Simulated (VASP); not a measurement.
Crystal: Cs.

```xyz
3
Lattice="7.2648 0.0000 0.0000 -3.6324 6.2915 0.0000 0.0000 0.0000 8.2421" Properties=species:S:1:pos:R:3 pbc="T T T"
Cs    1.6375    0.0000    2.7474
Cs   -0.8187    1.4181    5.4948
Cs    2.8136    4.8734    0.0000
```

```yaml
Program: VASP 6.6.1
Task: relaxation of cell and atoms
Functional: PBEsol
Potentials_or_basis: VASP PAW PBE potentials, release 64 (Cs_sv)
Cutoff: 600 eV
k_mesh: 3 × 3 × 2
Occupations: gaussian, width 0.1 eV
Spin: no spin polarisation
```

At the start: pressure 0.2 GPa; volume 125.57 Å³/atom.

Task: Where does the relaxation end?

Result: Over 17 steps the energy falls by 308.6 meV/atom and the volume is 101.95 Å³/atom (-18.8 %); space group P3_121 (No. 152, to 0.05 Å).

The path:
| step | energy change (eV) | largest force (eV/Å) | pressure (GPa) | volume (Å³) |
| --- | --- | --- | --- | --- |
| 1 | 0.0000 | 0.5775 | 0.15 | 376.72 |
| 2 | -0.0701 | 0.5145 | 0.10 | 383.29 |
| 3 | -0.2256 | 0.3611 | -0.04 | 402.71 |
| 4 | -0.3676 | 0.1655 | -0.21 | 440.26 |
| 5 | -0.3850 | 0.1221 | -0.25 | 452.25 |
| 6 | -0.4796 | 0.1112 | -0.21 | 412.14 |
| 7 | -0.6937 | 0.0675 | 0.08 | 302.80 |
| 8 | 0.9871 | 0.0134 | 5.72 | 134.07 |
| 9 | -0.6833 | 0.1056 | 0.22 | 286.45 |
| 10 | -0.6620 | 0.0748 | 0.78 | 242.54 |
| 11 | -0.6933 | 0.0947 | 0.39 | 269.21 |
| 12 | -0.7338 | 0.0711 | 0.49 | 261.45 |
| 13 | -0.7516 | 0.0290 | 0.85 | 239.39 |
| 14 | -0.8281 | 0.0163 | 0.61 | 253.20 |
| 15 | -0.8701 | 0.0049 | 0.35 | 274.10 |
| 16 | -0.9039 | 0.0057 | 0.21 | 286.36 |
| 17 | -0.9257 | 0.0068 | 0.05 | 305.85 |

Final structure:
```
CELL_PARAMETERS angstrom
5.25092 0.00000 0.00000
-2.62546 4.54743 0.00000
0.00000 0.00000 12.80867
ATOMIC_POSITIONS crystal
Cs 0.32075 0.00000 0.33333
Cs 0.00000 0.32075 0.66667
Cs 0.67925 0.67925 0.00000
```

Caveat: the k points lie up to 0.46 Å⁻¹ apart in the final cell; the volume moved by over 15 % at a fixed basis, so the end points are rough; the PAW data sets were made with another functional, which shifts forces and pressure a little.
